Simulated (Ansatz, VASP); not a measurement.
Two plane-wave programs on GaN

Contents of INCAR:

```
ALGO = Normal ; EDIFF = 1E-6
ENCUT = 520 ; GGA = PE
ISIF = 2 ; ISMEAR = -1
LASPH = T ; LCHARG = F
LREAL = F ; LWAVE = F
NBANDS = 16 ; NELM = 80
PREC = Accurate ; SIGMA = 0.02
```

KPOINTS

```
k-points
0
Gamma
  10 10 10
```

The input POSCAR:

```
GaN
1.0
    0.0560502360      2.1013100133      2.1013100133
    2.1013100133      0.0560502360      2.1013100133
    2.1013100133      2.1013100133      0.0560502360
Ga N
1 1
Direct
    0.0000000000      0.0000000000      0.0000000000
    0.5000000000      0.5000000000      0.5000000000
```

Input for Ansatz:

```yaml
crystal:
  lattice:
    - [0.056050236, 2.1013100133, 2.1013100133]
    - [2.1013100133, 0.056050236, 2.1013100133]
    - [2.1013100133, 2.1013100133, 0.056050236]
  atoms:
    - { symbol: Ga, position: [0.0, 0.0, 0.0] }
    - { symbol: "N", position: [0.5, 0.5, 0.5] }
kpoints:
  mp_grid: { grid: [10, 10, 10] }
  band_path:
    path:
      - [0.0, 0.0, 0.0]
      - [0.5, 0.0, 0.5]
      - [0.625, 0.25, 0.625]
      - [0.375, 0.375, 0.75]
      - [0.5, 0.5, 0.5]
      - [0.5, 0.25, 0.75]
      - [0.208333, 0.208333, 0.354167]
      - [0.0, 0.5, 0.5]
    npoints: 1
hamiltonian:
  xc: pbe
scf:
  occupations: { method: fermi_dirac, width: 0.02 }
  n_extra_bands: 4
output:
  forces: true
  stress: true
  eigenvalues: true
```

Change from the starting cell: epitaxial_111 strain -3.0%.

Alike in both runs: task single point; functional PBE; k mesh 10 × 10 × 10; occupations fermi-dirac, width 0.02 eV; no spin polarisation.

|  | VASP | Ansatz |
| --- | --- | --- |
| version | VASP 6.6.1 | Ansatz 0.2.0 |
| potentials or method | VASP PAW PBE potentials, release 64 (Ga_d, N) | plane waves, PAW |
| plane-wave cutoff (eV) | 520 | 420 |
| valence electrons in the cell | 18 | 18 |

|  | VASP | Ansatz | Ansatz less VASP |
| --- | --- | --- | --- |
| gap on the k mesh at the Fermi level (eV) | 0.83 | 0.84 | +0.012 |
| pressure (GPa) | 23.4 | 22.4 | -0.96 |
| traceless stress, the component that is largest in VASP (GPa) | -6.44 | -6.46 | -0.016 |
